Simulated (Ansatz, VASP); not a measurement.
Two plane-wave programs on Ag

```
CELL_PARAMETERS angstrom
0.00000 2.31115 2.04310
2.31115 0.00000 2.04310
2.31115 2.31115 0.00000
ATOMIC_POSITIONS crystal
Ag 0.00000 0.00000 0.00000
```

Change from the starting cell: strain +0.1312 x Voigt [1, 1, 0, 0, 0, 0], atoms carried along.

Alike in both runs: task single point; functional PBEsol; k mesh 20 × 20 × 20; occupations gaussian, width 0.15 eV; no spin polarisation.

```csv
,VASP,Ansatz
version,VASP 6.6.1,Ansatz 0.2.0
potentials or method,"VASP PAW PBE potentials, release 64 (Ag), cutoff 520 eV","scalar-relativistic, plane waves, PAW"
valence electrons in the cell,11,19
```

```csv
,VASP,Ansatz,Ansatz less VASP
gap on the k mesh at the Fermi level (eV),none,none,-
pressure (GPa),-14.5,-14.5,-0.03
"traceless stress, the component that is largest in VASP (GPa)",0.56,0.57,+0.006
```

VASP's potentials were made for PBE, not for PBEsol. A gap of «none» marks a metal or a gap that the smearing closes. VASP's potentials hold 11 valence electrons a cell and Ansatz's 19, so a difference there can come from the potentials and not from the codes.
